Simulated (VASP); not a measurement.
Al, 1 atom in the cell. The structure is cubic, space group Fm-3m (No. 225). Conventional cell: a = 4.041 Å, b = 4.041 Å, c = 4.041 Å, α = 90.00°, β = 90.00°, γ = 90.00°. Al (site symmetry m-3m) has 12 Al at 2.86 Å within 3.8 Å. 

- Program: VASP 6.6.1
- Task: single point
- Functional: PBE
- Potentials or basis: VASP PAW PBE potentials, release 64 (Al)
- Cutoff: 500 eV
- k mesh: 5 × 5 × 5
- Occupations: fermi-dirac, width 0.1 eV
- Spin: no spin polarisation
- Dipole correction: no
- Further INCAR settings: ALGO = Normal; EDIFF = 1e-06; NBANDS = 8

Potentials or basis: VASP PAW PBE potentials, release 64 (Al).

Launch:

```bash
$ cat potpaw_PBE.64/Al/POTCAR > POTCAR
$ mpirun -np 1 vasp_std > vasp.out
```

Hardware: 1 thread of Intel Xeon 8259CL, on a shared host.

Task: How long does it take, and how much memory?

Result: Run time: 5.5 s on 1 thread of Intel Xeon 8259CL, on a shared host, peak memory 0.13 GiB. Counts: scf iterations 10, k points 10.
